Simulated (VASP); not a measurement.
Here is a VASP 6.6.1 calculation.

Contents of INCAR:

```
SYSTEM = KCl
ALGO = Normal
EDIFF = 1E-8
ENCUT = 520
ISIF = 2
ISMEAR = 0
LASPH = .TRUE.
LCALCEPS = .TRUE.
LCHARG = .FALSE.
LMIXTAU = .TRUE.
LREAL = .FALSE.
LWAVE = .FALSE.
METAGGA = R2SCAN
NELM = 80
PREC = Accurate
SIGMA = 0.01
```

File KPOINTS:

```
k-points
0
G
  6 6 6
  0 0 0
```

Contents of POSCAR:

```
KCl
1.0
    3.7711686990      0.0000000000      0.0000000000
    0.0000000000      3.7711686990      0.0000000000
    0.0000000000      0.0000000000      3.7711686990
K Cl
1 1
Direct
    0.0000000000      0.0000000000      0.0000000000
    0.5000000000      0.5000000000      0.5000000000
```

Potentials or basis: VASP PAW PBE potentials, release 64 (K_sv, Cl).

Run with:

```sh
$ cat potpaw_PBE.64/K_sv/POTCAR potpaw_PBE.64/Cl/POTCAR > POTCAR
$ mpirun -np 1 vasp_std > vasp.out
```

Task: What does it give for the electronic dielectric tensor (diagonal)?

Result: 2.48.

Task: Predict the Born charges (mean of the diagonal).

Result: K +1.15; Cl -1.15 e.

Task: Predict the band gap on the k mesh.

Result: 5.81 eV (least direct gap 6.02 eV).

Electronic dielectric tensor:
```
2.48 0.00 0.00
0.00 2.48 0.00
0.00 0.00 2.48
```

Caveat: the structure was generated, so it needn't be the stable form of KCl. A k mesh can miss the band edges.
